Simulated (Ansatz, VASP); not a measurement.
## Two plane-wave programs on Mo

File POSCAR:

```
Mo
1.0
   -1.5741639107      1.5741639107      1.5741639107
    1.5741639107     -1.5741639107      1.5741639107
    1.5741639107      1.5741639107     -1.5741639107
Mo
1
Direct
    0.0000000000      0.0000000000      0.0000000000
```

The input INCAR.step1:

```
SYSTEM = Mo
PREC = Accurate
ENCUT = 520
ISMEAR = -1
SIGMA = 0.02
LREAL = .FALSE.
LASPH = .TRUE.
NELM = 80
NBANDS = 13
GGA = PE
ALGO = Normal
EDIFF = 1E-4
LWAVE = .TRUE.
LCHARG = .FALSE.
```

Contents of INCAR.step2:

```
SYSTEM = Mo
PREC = Accurate
ENCUT = 520
EDIFF = 1E-6
ISMEAR = -1
SIGMA = 0.02
LREAL = .FALSE.
LASPH = .TRUE.
NELM = 80
ALGO = Normal
ISIF = 2
LWAVE = .FALSE.
LCHARG = .FALSE.
METAGGA = R2SCAN
LMIXTAU = .TRUE.
NBANDS = 13
ISTART = 1
```

The input KPOINTS:

```
Automatic mesh
0
G
  12 12 12
  0 0 0
```

Input for Ansatz:

```yaml
crystal:
  lattice:
    - [-1.5741639107, 1.5741639107, 1.5741639107]
    - [1.5741639107, -1.5741639107, 1.5741639107]
    - [1.5741639107, 1.5741639107, -1.5741639107]
  atoms:
    - { symbol: Mo, position: [0.0, 0.0, 0.0] }
kpoints:
  mp_grid: { grid: [12, 12, 12] }
  band_path:
    path:
      - [0.0, 0.0, 0.0]
      - [0.5, -0.5, 0.5]
      - [0.0, 0.0, 0.5]
      - [0.25, 0.25, 0.25]
    npoints: 1
hamiltonian:
  xc: r2scan
scf:
  occupations: { method: fermi_dirac, width: 0.02 }
  n_extra_bands: 4
output:
  forces: true
  stress: true
  eigenvalues: true
  write_density: true
  write_potential: true
  elf: true
  volumetric_format: npy
```

Alike in both runs: task single point; functional r2SCAN; k mesh 12 × 12 × 12; occupations fermi-dirac, width 0.02 eV; no spin polarisation.

|  | VASP | Ansatz |
| --- | --- | --- |
| version | VASP 6.6.1 | Ansatz 0.2.0 |
| potentials or method | VASP PAW PBE potentials, release 64 (Mo_sv) | plane waves, PAW |
| plane-wave cutoff (eV) | 520 | 500 |
| valence electrons in the cell | 14 | 14 |

|  | VASP | Ansatz | Ansatz less VASP |
| --- | --- | --- | --- |
| pressure (GPa) | 1.6 | 0.4 | -1.15 |

VASP's potentials were made for PBE, not for r2SCAN.
